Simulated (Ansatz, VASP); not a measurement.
SnTe: VASP beside Ansatz

The input POSCAR:

```
SnTe
1.0
    0.0000000000      3.2050000000      3.2050000000
    3.2050000000      0.0000000000      3.2050000000
    3.2050000000      3.2050000000      0.0000000000
Sn Te
1 1
Direct
    0.0000000000      0.0000000000      0.0000000000
    0.5000000000      0.5000000000      0.5000000000
```

The input INCAR.step1:

```
  PREC = Accurate
  ENCUT = 520
  ISMEAR = -1
  SIGMA = 0.02
  LREAL = F
  LASPH = T
  NELM = 80
  NBANDS = 17
  GGA = PE
  ALGO = Normal
  EDIFF = 1E-4
  LWAVE = T
  LCHARG = F
```

Contents of INCAR.step2:

```
  PREC = Accurate
  ENCUT = 520
  EDIFF = 1E-6
  ISMEAR = -1
  SIGMA = 0.02
  LREAL = F
  LASPH = T
  NELM = 80
  ALGO = Normal
  ISIF = 2
  LWAVE = F
  LCHARG = T
  METAGGA = R2SCAN
  LMIXTAU = T
  LELF = T
  LVHAR = T
  NBANDS = 17
  ISTART = 1
```

Contents of KPOINTS:

```
regular mesh
0
Gamma
  6 6 6
```

Input for Ansatz:

```yaml
crystal:
  lattice:
    - [0, 3.205, 3.205]
    - [3.205, 0, 3.205]
    - [3.205, 3.205, 0]
  atoms:
    - { symbol: Sn, position: [0, 0, 0] }
    - { symbol: Te, position: [0.5, 0.5, 0.5] }
kpoints:
  mp_grid: { grid: [6, 6, 6] }
hamiltonian:
  xc: r2scan
  pseudopotentials:
    kind: paw
    azcp:
      Sn: "pseudopotentials/pbe/paw/ansatz_paw_generated_hard_1/Sn.paw.azcp"
      Te: "pseudopotentials/pbe/paw/ansatz_paw_generated_hard_1/Te.paw.azcp"
scf:
  occupations: { method: fermi_dirac, width: 0.02 }
  convergence: { dr2_threshold: "1e-10 eV" }
  max_iter: 300
output:
  forces: true
  stress: true
  eigenvalues: true
```

Alike in both runs: task single point; functional r2SCAN; k mesh 6 × 6 × 6; occupations fermi-dirac, width 0.02 eV; no spin polarisation.

|  | VASP | Ansatz |
| --- | --- | --- |
| version | VASP 6.6.1 | Ansatz 0.2.0 development build |
| potentials or method | VASP PAW PBE potentials, release 64 (Sn_d, Te) | plane waves, PAW datasets (generated hard set |
| plane-wave cutoff (eV) | 520 | 700 |
| valence electrons in the cell | 20 | 38 |

```tsv
	VASP	Ansatz	Ansatz less VASP
gap on the k mesh at the Fermi level (eV)	0.19	0.19	+0.002
```

VASP's potentials were made for PBE, not for r2SCAN. The functional is the same, so the differences come from potentials, cutoffs and numerics. VASP's potentials hold 20 valence electrons a cell and Ansatz's 38, so a difference there can come from the potentials and not from the codes.

Neither program's run includes spin-orbit coupling.
